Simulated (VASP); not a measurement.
Here is a VASP 6.6.1 calculation.

The input INCAR:

```
PREC = Accurate
ENCUT = 520
EDIFF = 1E-6
ISMEAR = 0
SIGMA = 0.15
LREAL = False
LASPH = True
NELM = 80
ALGO = Fast
ISIF = 2
LWAVE = False
LCHARG = False
NBANDS = 11
```

File KPOINTS:

```
regular mesh
0
Gamma
  22 22 22
```

File POSCAR:

```
Pt
1.0
   -1.5604567000      1.5604567000      1.6317466000
    1.5604567000     -1.5604567000      1.6317466000
    1.5604567000      1.5604567000     -1.6317466000
Pt
1
Direct
    0.0000000000      0.0000000000      0.0000000000
```

Potentials or basis: VASP PAW LDA potentials, release 64 (Pt).

The run is started by

```sh
$ cat potpaw_LDA.64/Pt/POTCAR > POTCAR
$ mpirun -np 1 vasp_std > vasp.out
```

Problem. Estimate the pressure.

Solution. -15.3 GPa.

Problem. Estimate the band gap on the k mesh.

Solution. Zero (bands 5 and 6 overlap by 2.16 eV).

Stress tensor (GPa, compression positive):
```
-16.56   0.00   0.00
  0.00 -16.56   0.00
  0.00   0.00 -12.75
```

Caveat: the cell differs from its parent crystal (strain -0.015 along x and y, +0.030 along z); the cell stands under tension; spin-orbit coupling is left out, which moves the levels of the heavy elements.
